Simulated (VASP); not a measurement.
# Co (Im-3m) in VASP: further runs, part 2 of 2

VASP 6.6.1. The steps go on from the part before.

**4. Single point, BLYP (volume scaled by 1.12)**

Contents of INCAR:

```
SYSTEM = Co
PREC = Accurate
ENCUT = 520
EDIFF = 1E-6
ISMEAR = -1
SIGMA = 0.1
LREAL = .False.
LASPH = .True.
NELM = 80
ALGO = Normal
ISIF = 2
LWAVE = .False.
LCHARG = .False.
GGA = B5
ALDAX = 1.0
AGGAX = 1.0
AGGAC = 1.0
ALDAC = 0.0
NBANDS = 10
```

Contents of KPOINTS:

```
Automatic mesh
0
Gamma
  18 18 18
  0 0 0
```

Contents of POSCAR:

```
Co
1.0
   -1.4577711837      1.4577711837      1.4577711837
    1.4577711837     -1.4577711837      1.4577711837
    1.4577711837      1.4577711837     -1.4577711837
Co
1
Direct
    0.0000000000      0.0000000000      0.0000000000
```

Potentials or basis: VASP PAW PBE potentials, release 64 (Co).

The run is started by

```bash
cat potpaw_PBE.64/Co/POTCAR > POTCAR
mpirun -np 1 vasp_std > vasp.out
```

OUTCAR:

```text
SYSTEM = Co
   PREC = Accurate
   ENCUT = 520
   EDIFF = 1E-6
   ISMEAR = -1
   LREAL = .False.
   LASPH = .True.
   NELM = 80
   ISIF = 2
   GGA = B5

 ion  position               nearest neighbor table
   1  0.000  0.000  0.000-

  LATTYP: Found a body centered cubic cell.
 ALAT       =     2.9155423674

  Lattice vectors:

 A1 = (  -1.4577711837,   1.4577711837,   1.4577711837)
 A2 = (   1.4577711837,  -1.4577711837,   1.4577711837)
 A3 = (   1.4577711837,   1.4577711837,  -1.4577711837)

Analysis of symmetry for initial positions (statically):
=====================================================================
 Subroutine PRICEL returns:
 Original cell was already a primitive cell.

 Routine SETGRP: Setting up the symmetry group for a
 body centered cubic supercell.

 Subroutine GETGRP returns: Found 48 space group operations
 (whereof 48 operations were pure point group operations)
 out of a pool of 48 trial point group operations.

The static configuration has the point symmetry O_h .

Analysis of symmetry for dynamics (positions and initial velocities):
=====================================================================
 Subroutine PRICEL returns:
 Original cell was already a primitive cell.

 Routine SETGRP: Setting up the symmetry group for a
 body centered cubic supercell.

 Subroutine GETGRP returns: Found 48 space group operations
 (whereof 48 operations were pure point group operations)
 out of a pool of 48 trial point group operations.

The dynamic configuration has the point symmetry O_h .

 Subroutine INISYM returns: Found 48 space group operations
 (whereof 48 operations are pure point group operations),
 and found     1 'primitive' translations

----------------------------------------------------------------------------------------

                                     Primitive cell

  volume of cell :      12.3916

  direct lattice vectors                    reciprocal lattice vectors
    -1.457771184  1.457771184  1.457771184     0.000000000  0.342989356  0.342989356
     1.457771184 -1.457771184  1.457771184     0.342989356  0.000000000  0.342989356
     1.457771184  1.457771184 -1.457771184     0.342989356  0.342989356  0.000000000

  length of vectors
     2.524933756  2.524933756  2.524933756     0.485060199  0.485060199  0.485060199

  position of ions in fractional coordinates (direct lattice)
     0.000000000  0.000000000  0.000000000

  ion indices of the primitive-cell ions
   primitive index   ion index
                 1           1

----------------------------------------------------------------------------------------

 KPOINTS: Automatic mesh

Automatic generation of k-mesh.
 Grid dimensions read from file:
 generate k-points for:   18   18   18

 Generating k-lattice:

  Cartesian coordinates                     Fractional coordinates (reciprocal lattice)
     0.000000000  0.019054964  0.019054964     0.055555556  0.000000000  0.000000000
     0.019054964  0.000000000  0.019054964     0.000000000  0.055555556  0.000000000
     0.019054964  0.019054964  0.000000000     0.000000000  0.000000000  0.055555556

  Length of vectors
     0.026947789  0.026947789  0.026947789

  Shift w.r.t. Gamma in fractional coordinates (k-lattice)
     0.000000000  0.000000000  0.000000000

 Subroutine IBZKPT returns following result:
 ===========================================

 Found    195 irreducible k-points:

 Following reciprocal coordinates:
            Coordinates               Weight
  0.000000  0.000000  0.000000      1.000000
  0.055556  0.000000  0.000000     12.000000
  0.111111  0.000000  0.000000     12.000000
  0.166667  0.000000  0.000000     12.000000
  0.222222  0.000000  0.000000     12.000000
  0.277778  0.000000  0.000000     12.000000
[... 16 lines left out ...]
  0.333333  0.111111 -0.000000     48.000000
  0.388889  0.111111 -0.000000     48.000000
 [... further k-points ...]
   k-points           NKPTS =    195   k-points in BZ     NKDIM =    195   number of bands    NBANDS=     10
   number of dos      NEDOS =    301   number of ions     NIONS =      1
   total plane-waves  NPLWV =   8000
   dimension x,y,z NGX =    20 NGY =   20 NGZ =   20
   dimension x,y,z NGXF=    40 NGYF=   40 NGZF=   40
   ions per type =               1
   NGX,Y,Z   is equivalent  to a cutoff of  13.17, 13.17, 13.17 a.u.
   NGXF,Y,Z  is equivalent  to a cutoff of  26.34, 26.34, 26.34 a.u.
 SYSTEM =  Co
   PREC   = accura    normal or accurate (medium, high low for compatibility)
   ISTART =      0    job   : 0-new  1-cont  2-samecut
   ICHARG =      2    charge: 1-file 2-atom 10-const
   ISPIN  =      1    spin polarized calculation?
   LNONCOLLINEAR =      F non collinear calculations
   LSORBIT =      F    spin-orbit coupling
   LASPH  =      T    aspherical Exc in radial PAW
   ENCUT  =  520.0 eV  38.22 Ry    6.18 a.u.   4.69  4.69  4.69*2*pi/ulx,y,z
   NELM   =     80;   NELMIN=  2; NELMDL= -5     # of ELM steps
   EDIFF  = 0.1E-05   stopping-criterion for ELM
   LREAL  =      F    real-space projection
   EDIFFG = 0.1E-04   stopping-criterion for IOM
   NSW    =      0    number of steps for IOM
   IBRION =     -1    ionic relax: 0-MD 1-quasi-New 2-CG
   NFREE  =      0    steps in history (QN), initial steepest desc. (CG)
   ISIF   =      2    stress and relaxation
   ISYM   =      2    0-nonsym 1-usesym 2-fastsym
   POTIM  = 0.5000    time-step for ionic-motion
   TEBEG  =    0.0;   TEEND  =   0.0 temperature during run
   PSTRESS=    0.0 pullay stress
   NELECT =       9.0000    total number of electrons
   NUPDOWN=      -1.0000    fix difference up-down
   EMIN   =  10.00;   EMAX   =-10.00  energy-range for DOS
   EFERMI =   0.00;   METHOD = LEGACY
   ISMEAR =    -1;   SIGMA  =   0.10  broadening in eV -4-tet -1-fermi 0-gaus
   EFERMI_NEDOS =   21; number of points for ismear=-14 and -15
   IALGO  =     38    algorithm
   IMIX   =      4    mixing-type and parameters
     AMIX     =   0.40;   BMIX     =  1.00
     AMIX_MAG =   1.60;   BMIX_MAG =  1.00
  volume/ion in A,a.u.               =      12.39        83.62
  Fermi-wavevector in a.u.,A,eV,Ry     =   1.471566  2.780856 29.463491  2.165505
  Thomas-Fermi vector in A             =   2.586686
   LORBIT       =      0    0 simple, 1 ext, 2 COOP (PROOUT), +10 PAW based schemes
   GGA     = B5    functional components
   LHFCALC =     F    Hartree Fock is set to
   AEXX    =    0.0000 exact exchange contribution
   IVDW    =     0    specifies the selected vdW correction
   LEPSILON=     F    determine dielectric tensor
   LRPA    =     F    only Hartree local field effects (RPA)
 non-spin polarized calculation
  energy-cutoff  :      520.00
  volume of cell :       12.39
 maximum number of plane-waves:       370
   NGX =  9   NGY =  9   NGZ =  9

 number of electron       9.0000007 magnetization

 Free energy of the ion-electron system (eV)
  ---------------------------------------------------
  ext. energy  EPLUGINS =         0.00000000
  ---------------------------------------------------
  free energy    TOTEN  =        -5.61378482 eV

  energy without entropy =       -5.48158676  energy(sigma->0) =       -5.54768579

 E-fermi :   8.7078     XC(G=0): -12.0696

 val. band max:        8.7060067273   @ k =  -0.3333  -0.3889   0.0556
 cond. band min:       8.7094537905   @ k =   0.2222   0.0556   0.0556
 fundamental gap:      0.0034470632
 Fermi energy:         8.7078131966

 k-point     1 :       0.0000    0.0000    0.0000
  band No.  band energies     occupation
      1       0.9505      2.00000
      2       7.2460      2.00000
      3       7.2460      2.00000
      4       7.2460      2.00000
      5       8.4802      1.81379
      6       8.4802      1.81379
      7      33.5321      0.00000
      8      33.5321      0.00000
      9      33.5321      0.00000
     10      38.0944      0.00000

 k-point     2 :       0.0556    0.0000    0.0000
  band No.  band energies     occupation
      1       1.0686      2.00000
      2       7.2181      2.00000
      3       7.2442      2.00000
      4       7.3017      2.00000
      5       8.4517      1.85660
      6       8.4823      1.81018
      7      32.5659      0.00000
      8      33.3176      0.00000
      9      33.3771      0.00000
     10      36.9007      0.00000
[... 274 lines left out ...]
 k-point    24 :       0.3889    0.1111   -0.0000
  band No.  band energies     occupation
      1       5.1686      2.00000
      2       6.4269      2.00000
      3       7.8215      1.99972
      4       8.4116      1.90164
      5       8.8339      0.44170
      6      10.5250      0.00000
      7      16.0634      0.00000
      8      24.1146      0.00000
      9      27.0909      0.00000
     10      32.7416      0.00000

 [... further k-points ...]
[... 5 lines left out ...]
  --------------------------------------------------------------------------------------
  -------------------------------------------------------------------------------------
  Total       -1.3546162     -1.3546162     -1.3546162      0.0000000      0.0000000      0.0000000
  in kB     -175.1454180   -175.1454180   -175.1454180      0.0000000      0.0000000      0.0000000
  external PRESSURE =    -175.1454180 kB  Pullay stress =       0.0000000 kB

 VOLUME and BASIS-vectors are now :
 -----------------------------------------------------------------------------
  energy-cutoff  :      520.00
  volume of cell :       12.39
      direct lattice vectors                 reciprocal lattice vectors
    -1.457771184  1.457771184  1.457771184     0.000000000  0.342989356  0.342989356
     1.457771184 -1.457771184  1.457771184     0.342989356  0.000000000  0.342989356
     1.457771184  1.457771184 -1.457771184     0.342989356  0.342989356  0.000000000

 POSITION                                       TOTAL-FORCE (eV/Angst)
 -----------------------------------------------------------------------------------
      0.00000      0.00000      0.00000        -0.000000      0.000000      0.000000
 -----------------------------------------------------------------------------------
    total drift:                                0.000000     -0.000000      0.000000

  FREE ENERGIE OF THE ION-ELECTRON SYSTEM (eV)
  ---------------------------------------------------
  free  energy   TOTEN  =        -5.6137848210 eV

  energy  without entropy=       -5.4815867641  energy(sigma->0) =       -5.54768579
```

OSZICAR:

```text
N       E                     dE             d eps       ncg     rms          rms(c)
DAV:   1     0.237380786927E+02    0.23738E+02   -0.40915E+03  3924   0.101E+03
DAV:   2    -0.591052244194E+01   -0.29649E+02   -0.28553E+02  3978   0.149E+02
DAV:   3    -0.661788281679E+01   -0.70736E+00   -0.69656E+00  4338   0.288E+01
DAV:   4    -0.662776249899E+01   -0.98797E-02   -0.98746E-02  4766   0.306E+00
DAV:   5    -0.662805547347E+01   -0.29297E-03   -0.29296E-03  4670   0.462E-01    0.820E+00
DAV:   6    -0.593558460211E+01    0.69247E+00   -0.14962E+01  4278   0.538E+01    0.447E+00
DAV:   7    -0.562706284195E+01    0.30852E+00   -0.25438E+00  4282   0.210E+01    0.939E-01
DAV:   8    -0.561585416776E+01    0.11209E-01   -0.17955E-02  5834   0.129E+00    0.323E-01
DAV:   9    -0.561377430144E+01    0.20799E-02   -0.26797E-03  5798   0.364E-01    0.668E-02
DAV:  10    -0.561378452773E+01   -0.10226E-04   -0.13697E-05  4172   0.362E-02    0.240E-02
DAV:  11    -0.561378482102E+01   -0.29329E-06   -0.79406E-07  4272   0.121E-02
   1 F= -.56137848E+01 E0= -.55476858E+01  d E =-.132198E+00
```

stdout:

```text
POSCAR found type information on POSCAR Co
 POSCAR found :  1 types and       1 ions
 scaLAPACK will be used
 -----------------------------------------------------------------------------
|                                                                             |
|                                                                             |
|     You enforced a specific xc type in the INCAR file but a different       |
|     I HOPE YOU KNOW WHAT YOU ARE DOING!                                     |
|                                                                             |
 -----------------------------------------------------------------------------

 LDA part: xc-table for (Slater(with rela. corr.)+VWN5), standard interpolation
 POSCAR, INCAR and KPOINTS ok, starting setup
 FFT: planning ... GRIDC
 FFT: planning ... GRID_SOFT
 FFT: planning ... GRID
 WAVECAR not read
 entering main loop
```

It took 18 s on 1 thread of Intel Xeon 6975P-C, shared host; peak memory 0.14 GiB.

What came out:

| Item | Value |
| --- | --- |
| Free energy | -5.6138 eV |
| Pressure | -17.5 GPa |

Caveat: the cell differs from its parent crystal (volume scaled by 1.12); the PAW data sets were made with another functional, which shifts forces and pressure a little; the run has no spin polarisation, though such a crystal can be magnetic. Spin polarisation is off, so any magnetic state and its effect on volume and gap are missing.

**5. Relaxation of cell and atoms, BLYP**

This run uses another cell than the first one, of 11.07 Å³/atom, 0.962 times its volume.

Contents of INCAR:

```
PREC = Accurate
ENCUT = 600
EDIFF = 1E-6
ISMEAR = -1
SIGMA = 0.1
LREAL = False
LASPH = True
NELM = 100
ALGO = Normal
ISIF = 3
LWAVE = False
LCHARG = False
GGA = B5
ALDAX = 1.0
AGGAX = 1.0
AGGAC = 1.0
ALDAC = 0.0
IBRION = 2
NSW = 80
EDIFFG = -0.01
```

Contents of KPOINTS:

```
regular mesh
0
Gamma
  16 16 16
```

Contents of POSCAR:

```
Co
1.0
   -1.4041371717      1.4041371717      1.4041371717
    1.4041371717     -1.4041371717      1.4041371717
    1.4041371717      1.4041371717     -1.4041371717
Co
1
Direct
    0.0000000000      0.0000000000      0.0000000000
```

Potentials or basis: VASP PAW PBE potentials, release 64 (Co).

The run is started by

```bash
cat potpaw_PBE.64/Co/POTCAR > POTCAR
mpirun -np 1 vasp_std > vasp.out
```

OUTCAR:

```text
PREC = Accurate
   ENCUT = 600
   EDIFF = 1E-6
   ISMEAR = -1
   LREAL = False
   LASPH = True
   NELM = 100
   ISIF = 3
   GGA = B5
   IBRION = 2
   NSW = 80
   EDIFFG = -0.01

 ion  position               nearest neighbor table
   1  0.000  0.000  0.000-

  LATTYP: Found a body centered cubic cell.
 ALAT       =     2.8082743434

  Lattice vectors:

 A1 = (  -1.4041371717,   1.4041371717,   1.4041371717)
 A2 = (   1.4041371717,  -1.4041371717,   1.4041371717)
 A3 = (   1.4041371717,   1.4041371717,  -1.4041371717)

Analysis of symmetry for initial positions (statically):
=====================================================================
 Subroutine PRICEL returns:
 Original cell was already a primitive cell.

 Routine SETGRP: Setting up the symmetry group for a
 body centered cubic supercell.
[... 242 lines left out ...]

  energy without entropy =       -5.57988354  energy(sigma->0) =       -5.63800102

 E-fermi :  10.2924     XC(G=0): -12.7130

 val. band max:       10.2921791478   @ k =   0.3125   0.1250   0.0000
 cond. band min:      10.2936718201   @ k =  -0.4375   0.5000   0.3125
 fundamental gap:      0.0014926723
 Fermi energy:        10.2924054098

 k-point     1 :       0.0000    0.0000    0.0000
  band No.  band energies     occupation
      1       1.8412      2.00000
      2       8.5750      2.00000
      3       8.5750      2.00000
      4       8.5750      2.00000
      5      10.0254      1.87045
      6      10.0254      1.87045
      7      36.2434      0.00000
      8      36.2434      0.00000
[... 243 lines left out ...]
 k-point    24 :       0.2500    0.1875    0.0000
  band No.  band energies     occupation
      1       6.2113      2.00000
      2       7.7385      2.00000
      3       8.1191      2.00000
      4       9.7922      1.98664
      5      10.2762      1.08080
      6      11.6871      0.00000
      7      22.7377      0.00000
      8      24.8117      0.00000

 [... further k-points ...]
[... 5 lines left out ...]
  --------------------------------------------------------------------------------------
  -------------------------------------------------------------------------------------
  Total        0.0006790      0.0006790      0.0006790     -0.0000000      0.0000000     -0.0000000
  in kB        0.0984887      0.0984887      0.0984887     -0.0000000      0.0000000     -0.0000000
  external PRESSURE =       0.0984887 kB  Pullay stress =       0.0000000 kB
[... 16 lines left out ...]
  FREE ENERGIE OF THE ION-ELECTRON SYSTEM (eV)
  ---------------------------------------------------
  free  energy   TOTEN  =        -5.6961184998 eV

  energy  without entropy=       -5.5798835404  energy(sigma->0) =       -5.63800102

 reached required accuracy - stopping structural energy minimisation
```

CONTCAR:

```text
Co
   1.00000000000000
    -1.4029803922999560    1.4029803922999560    1.4029803922999560
     1.4029803922999560   -1.4029803922999560    1.4029803922999560
     1.4029803922999560    1.4029803922999560   -1.4029803922999560
  Co
     1
Direct
     0.0000000000000000    0.0000000000000000    0.0000000000000000

  0.00000000E+00  0.00000000E+00  0.00000000E+00
```

Run time: 28 s. Hardware: 1 thread of Intel Xeon 6975P-C, shared host; peak memory 0.14 GiB.

What came out:

```yaml
Free_energy: -5.6961 eV
Relaxed_volume: 11.05 Å³/atom
Relaxed_cell: a = 2.430 Å, b = 2.430 Å, c = 2.430 Å, α = 109.47°, β = 109.47°, γ = 109.47°
Space_group_after_relaxing_to_0.05_Å: Im-3m (No. 229)
Energy_gained_by_relaxing: 0.0 meV/atom
Ionic_steps: 3
Pressure_after_relaxing: 0.0 GPa
```

Final structure:
```
Co
1.0
    -1.40298    1.40298    1.40298
     1.40298   -1.40298    1.40298
     1.40298    1.40298   -1.40298
Co
1
Direct
  0.00000 0.00000 0.00000
```

Caveat: the PAW data sets were made with another functional, which shifts forces and pressure a little; the run has no spin polarisation, though such a crystal can be magnetic. Spin polarisation is off, so any magnetic state and its effect on volume and gap are missing.

**6. Single point, BLYP**

This run uses another cell than the first one, of 11.06 Å³/atom, 0.962 times its volume.

Contents of INCAR:

```
SYSTEM = Co
PREC     = Accurate       ! precision mode
ENCUT    = 520            ! plane-wave cutoff, eV
EDIFF    = 1E-6           ! SCF threshold, eV
ISMEAR   = -1             ! smearing method
SIGMA    = 0.1            ! smearing width, eV
LREAL    = .FALSE.        ! projectors in reciprocal space
LASPH    = .TRUE.         ! aspherical terms in the spheres
NELM     = 60             ! most SCF steps
ALGO     = Normal         ! electronic algorithm
ISIF     = 2              ! what is computed and relaxed
LWAVE    = .FALSE.        ! write WAVECAR
LCHARG   = .TRUE.         ! write CHGCAR
GGA      = B5             ! functional
ALDAX    = 1.0          
AGGAX    = 1.0          
AGGAC    = 1.0          
ALDAC    = 0.0          
LELF     = .TRUE.         ! ELF
LVHAR    = .TRUE.       
NBANDS   = 10             ! bands
```

Contents of KPOINTS:

```
Automatic mesh
0
G
  26 26 26
  0 0 0
```

Contents of POSCAR:

```
Co
1.0
   -1.4037292630      1.4037292630      1.4037292630
    1.4037292630     -1.4037292630      1.4037292630
    1.4037292630      1.4037292630     -1.4037292630
Co
1
Direct
    0.0000000000      0.0000000000      0.0000000000
```

Potentials or basis: VASP PAW PBE potentials, release 64 (Co).

The run is started by

```bash
cat potpaw_PBE.64/Co/POTCAR > POTCAR
mpirun -np 1 vasp_std > vasp.out
```

It took 36 s on 1 thread of Intel Xeon 6975P-C, shared host; peak memory 0.17 GiB.

It converged, with:

```yaml
Free_energy: -5.6958 eV
Pressure: -0.2 GPa
```

Levels at points of the mesh, in eV from the Fermi level:
```csv
k point,band 1,band 2,band 3,band 4,band 5,band 6,band 7,band 8,band 9,band 10
"(0.00, 0.00, 0.00)",-8.44,-1.71,-1.71,-1.71,-0.27,-0.27,25.94,25.94,25.94,31.26
"(0.50, 0.00, 0.00)",-4.31,-2.75,-0.31,-0.09,0.68,0.85,7.39,19.00,20.28,24.20
"(0.50, 0.50, 0.50)",-3.96,-3.96,0.59,0.59,0.59,10.08,10.08,10.08,16.33,16.33
```

Caveat: the PAW data sets were made with another functional, which shifts forces and pressure a little; the run has no spin polarisation, though such a crystal can be magnetic.

**7. The runs side by side**

```csv
task,cell,k mesh,cutoff (eV),gap on the mesh (eV),pressure (GPa)
single point,"a = 2.463 Å, angles 109.5°, 1 atom",18 × 18 × 18,520,none,-7.4
single point,"a = 2.495 Å, angles 109.5°, 1 atom",18 × 18 × 18,520,none,-13.1
single point,"a = 2.525 Å, angles 109.5°, 1 atom",18 × 18 × 18,520,none,-17.5
relaxation of cell and atoms,"relaxed from a = 2.432 Å, angles 109.5°, 1 atom",16 × 16 × 16,600,none,0.0
single point,"a = 2.431 Å, angles 109.5°, 1 atom",26 × 26 × 26,520,none,-0.2
```

Alike in all rows: level BLYP; potentials or basis VASP PAW PBE potentials, release 64 (Co); no spin polarisation; smearing fermi-dirac 0.1 eV.

Caveats: the PAW data sets were made with another functional, which shifts forces and pressure a little; the run has no spin polarisation, though such a crystal can be magnetic.

Absolute energies hang on the potentials; compare differences alone.
